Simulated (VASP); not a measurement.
# CdPd (P4/mmm) in VASP: single point with LDA

Aim: the single point of CdPd with LDA.

Program: VASP 6.6.1. These are calculated values, not measurements. Logs are shortened: lines on timing, memory, paths and dates and some standing lists are left out, and cuts for length are marked.

**1. The cell of the first run**

It takes space group P4/mmm (No. 123, tetragonal). The conventional cell has a = 2.983 Å, b = 2.983 Å, c = 3.577 Å, α = 90.00°, β = 90.00°, γ = 90.00°. Within 3.6 Å of Cd (site symmetry 4/mmm) lie 8 Pd at 2.77 Å and 6 Cd at 2.98 to 3.58 Å. Pd (site symmetry 4/mmm) has 8 Cd at 2.77 Å and 6 Pd at 2.98 to 3.58 Å within 3.6 Å.

**2. Single point, LDA**

INCAR

```
PREC = Accurate
ENCUT = 630
EDIFF = 1E-6
ISMEAR = 0
SIGMA = 0.1
LREAL = F
LASPH = T
NELM = 120
ALGO = Normal
ISIF = 2
LWAVE = F
LCHARG = F
NBANDS = 26
GGA_COMPAT = F
```

KPOINTS

```
Automatic mesh
0
Gamma
  7 7 6
```

POSCAR

```
CdPd
1.0
    2.9827497063      0.0000000000      0.0000000000
    0.0000000000      2.9827497063      0.0000000000
    0.0000000000      0.0000000000      3.5772110529
Cd Pd
1 1
Direct
    0.0000000000      0.0000000000      0.0000000000
    0.5000000000      0.5000000000      0.5000000000
```

Potentials or basis: VASP PAW LDA potentials, release 64 (Cd_sv_GW, Pd_sv_GW).

The run is started by

```
> cat potpaw_LDA.64/Cd_sv_GW/POTCAR potpaw_LDA.64/Pd_sv_GW/POTCAR > POTCAR
> mpirun -np 1 vasp_std > vasp.out
```

OUTCAR:

```text
PREC = Accurate
   ENCUT = 630
   EDIFF = 1E-6
   ISMEAR = 0
   LREAL = F
   LASPH = T
   NELM = 120
   ISIF = 2

 ion  position               nearest neighbor table
   1  0.000  0.000  0.000-
   2  0.500  0.500  0.500-

  LATTYP: Found a simple tetragonal cell.
 ALAT       =     2.9827497063
 C/A-ratio  =     1.1992997754

  Lattice vectors:

 A1 = (   2.9827497063,   0.0000000000,   0.0000000000)
 A2 = (   0.0000000000,   2.9827497063,   0.0000000000)
 A3 = (   0.0000000000,   0.0000000000,   3.5772110529)

Analysis of symmetry for initial positions (statically):
=====================================================================
 Subroutine PRICEL returns:
 Original cell was already a primitive cell.

 Routine SETGRP: Setting up the symmetry group for a
 simple tetragonal supercell.

 Subroutine GETGRP returns: Found 16 space group operations
 (whereof 16 operations were pure point group operations)
 out of a pool of 16 trial point group operations.

The static configuration has the point symmetry D_4h.

Analysis of symmetry for dynamics (positions and initial velocities):
=====================================================================
 Subroutine PRICEL returns:
 Original cell was already a primitive cell.

 Routine SETGRP: Setting up the symmetry group for a
 simple tetragonal supercell.

 Subroutine GETGRP returns: Found 16 space group operations
 (whereof 16 operations were pure point group operations)
 out of a pool of 16 trial point group operations.

The dynamic configuration has the point symmetry D_4h.

 Subroutine INISYM returns: Found 16 space group operations
 (whereof 16 operations are pure point group operations),
 and found     1 'primitive' translations

----------------------------------------------------------------------------------------

                                     Primitive cell

  volume of cell :      31.8257

  direct lattice vectors                    reciprocal lattice vectors
     2.982749706  0.000000000  0.000000000     0.335261118  0.000000000  0.000000000
     0.000000000  2.982749706  0.000000000     0.000000000  0.335261118  0.000000000
[... 69 lines left out ...]
   total plane-waves  NPLWV =  17280
   dimension x,y,z NGX =    24 NGY =   24 NGZ =   30
   dimension x,y,z NGXF=    48 NGYF=   48 NGZF=   60
   ions per type =               1   1
   NGX,Y,Z   is equivalent  to a cutoff of  13.38, 13.38, 13.94 a.u.
   NGXF,Y,Z  is equivalent  to a cutoff of  26.75, 26.75, 27.88 a.u.
 SYSTEM =  unknown system
   PREC   = accura    normal or accurate (medium, high low for compatibility)
   ISTART =      0    job   : 0-new  1-cont  2-samecut
   ICHARG =      2    charge: 1-file 2-atom 10-const
   ISPIN  =      1    spin polarized calculation?
   LNONCOLLINEAR =      F non collinear calculations
   LSORBIT =      F    spin-orbit coupling
   LASPH  =      T    aspherical Exc in radial PAW
   ENCUT  =  630.0 eV  46.30 Ry    6.80 a.u.   6.10  6.10  7.32*2*pi/ulx,y,z
   NELM   =    120;   NELMIN=  2; NELMDL= -5     # of ELM steps
   EDIFF  = 0.1E-05   stopping-criterion for ELM
   LREAL  =      F    real-space projection
   EDIFFG = 0.1E-04   stopping-criterion for IOM
   NSW    =      0    number of steps for IOM
   IBRION =     -1    ionic relax: 0-MD 1-quasi-New 2-CG
   NFREE  =      0    steps in history (QN), initial steepest desc. (CG)
   ISIF   =      2    stress and relaxation
   ISYM   =      2    0-nonsym 1-usesym 2-fastsym
   POTIM  = 0.5000    time-step for ionic-motion
   TEBEG  =    0.0;   TEEND  =   0.0 temperature during run
   PSTRESS=    0.0 pullay stress
   NELECT =      38.0000    total number of electrons
   NUPDOWN=      -1.0000    fix difference up-down
   EMIN   =  10.00;   EMAX   =-10.00  energy-range for DOS
   EFERMI =   0.00;   METHOD = LEGACY
   ISMEAR =     0;   SIGMA  =   0.10  broadening in eV -4-tet -1-fermi 0-gaus
   EFERMI_NEDOS =   21; number of points for ismear=-14 and -15
   IALGO  =     38    algorithm
   IMIX   =      4    mixing-type and parameters
     AMIX     =   0.40;   BMIX     =  1.00
     AMIX_MAG =   1.60;   BMIX_MAG =  1.00
  volume/ion in A,a.u.               =      15.91       107.39
  Fermi-wavevector in a.u.,A,eV,Ry     =   1.736774  3.282027 41.040393  3.016384
  Thomas-Fermi vector in A             =   2.810124
   LORBIT       =      0    0 simple, 1 ext, 2 COOP (PROOUT), +10 PAW based schemes
   GGA     = CA    functional components
   LHFCALC =     F    Hartree Fock is set to
   AEXX    =    0.0000 exact exchange contribution
   IVDW    =     0    specifies the selected vdW correction
   LEPSILON=     F    determine dielectric tensor
   LRPA    =     F    only Hartree local field effects (RPA)
 non-spin polarized calculation
 Gauss-broadening in eV      SIGMA  =   0.10
  energy-cutoff  :      630.00
  volume of cell :       31.83
 maximum number of plane-waves:      1154
   NGX = 13   NGY = 13   NGZ = 15

 number of electron      37.9999999 magnetization

 Free energy of the ion-electron system (eV)
  ---------------------------------------------------
  ext. energy  EPLUGINS =         0.00000000
  ---------------------------------------------------
  free energy    TOTEN  =        -7.45649916 eV

  energy without entropy =       -7.45058697  energy(sigma->0) =       -7.45354307

 E-fermi :   8.6053     XC(G=0): -13.4358

 val. band max:        8.5997693860   @ k =   0.4286   0.4286   0.1667
 cond. band min:       8.6119918215   @ k =   0.1429   0.1429   0.3333
 fundamental gap:      0.0122224355
 Fermi energy:         8.6052817951

 k-point     1 :       0.0000    0.0000    0.0000
  band No.  band energies     occupation
      1     -93.5689      2.00000
      2     -75.4847      2.00000
      3     -54.9384      2.00000
      4     -54.9384      2.00000
      5     -54.9215      2.00000
      6     -41.5165      2.00000
[... 685 lines left out ...]
     25      22.9537      0.00000
     26      25.7452      0.00000

 [... further k-points ...]
[... 5 lines left out ...]
  --------------------------------------------------------------------------------------
  -------------------------------------------------------------------------------------
  Total       -0.0722854     -0.0722854      0.2580169      0.0000000      0.0000000      0.0000000
  in kB       -3.6390094     -3.6390094     12.9891432      0.0000000      0.0000000      0.0000000
  external PRESSURE =       1.9037081 kB  Pullay stress =       0.0000000 kB

 VOLUME and BASIS-vectors are now :
 -----------------------------------------------------------------------------
  energy-cutoff  :      630.00
  volume of cell :       31.83
      direct lattice vectors                 reciprocal lattice vectors
     2.982749706  0.000000000  0.000000000     0.335261118  0.000000000  0.000000000
     0.000000000  2.982749706  0.000000000     0.000000000  0.335261118  0.000000000
     0.000000000  0.000000000  3.577211053     0.000000000  0.000000000  0.279547386

 POSITION                                       TOTAL-FORCE (eV/Angst)
 -----------------------------------------------------------------------------------
      0.00000      0.00000      0.00000         0.000000      0.000000      0.000000
      1.49137      1.49137      1.78861         0.000000      0.000000      0.000000
 -----------------------------------------------------------------------------------
    total drift:                                0.000000      0.000000     -0.000000

  FREE ENERGIE OF THE ION-ELECTRON SYSTEM (eV)
  ---------------------------------------------------
  free  energy   TOTEN  =        -7.4564991568 eV

  energy  without entropy=       -7.4505869748  energy(sigma->0) =       -7.45354307
```

OSZICAR:

```text
N       E                     dE             d eps       ncg     rms          rms(c)
DAV:   1     0.995454362043E+03    0.99545E+03   -0.24526E+04  2120   0.254E+03
DAV:   2     0.920445808252E+02   -0.90341E+03   -0.86631E+03  2080   0.942E+02
DAV:   3    -0.449441666502E+01   -0.96539E+02   -0.94467E+02  3158   0.372E+02
DAV:   4    -0.857245291100E+01   -0.40780E+01   -0.40616E+01  3000   0.936E+01
DAV:   5    -0.880945837497E+01   -0.23701E+00   -0.23697E+00  3328   0.206E+01    0.535E+01
DAV:   6    -0.777212590421E+01    0.10373E+01   -0.98143E+00  2990   0.423E+01    0.175E+01
DAV:   7    -0.757107104849E+01    0.20105E+00   -0.31942E+00  2980   0.363E+01    0.164E+01
DAV:   8    -0.745679747718E+01    0.11427E+00   -0.38031E-01  2958   0.103E+01    0.138E+00
DAV:   9    -0.745667030556E+01    0.12717E-03   -0.27299E-02  3488   0.252E+00    0.306E-01
DAV:  10    -0.745655676132E+01    0.11354E-03   -0.83357E-04  3184   0.344E-01    0.195E-01
DAV:  11    -0.745650582648E+01    0.50935E-04   -0.13085E-04  3246   0.250E-01    0.701E-02
DAV:  12    -0.745649942367E+01    0.64028E-05   -0.27832E-05  3574   0.823E-02    0.142E-02
DAV:  13    -0.745649915684E+01    0.26683E-06   -0.13043E-06  1462   0.233E-02
   1 F= -.74564992E+01 E0= -.74535431E+01  d E =-.591218E-02
```

Run time: 21 s. Hardware: 1 thread of AMD EPYC 9R45 (Zen 5), shared host; peak memory 0.15 GiB.

What came out:

| Property | Result |
| --- | --- |
| Free energy | -7.4565 eV |
| Pressure | 0.2 GPa |
| Band gap on the k mesh | zero (bands 19 and 20 overlap by 5.04 eV) |

Stress tensor (GPa, compression positive):
```
-0.36  0.00  0.00
 0.00 -0.36  0.00
 0.00  0.00  1.30
```
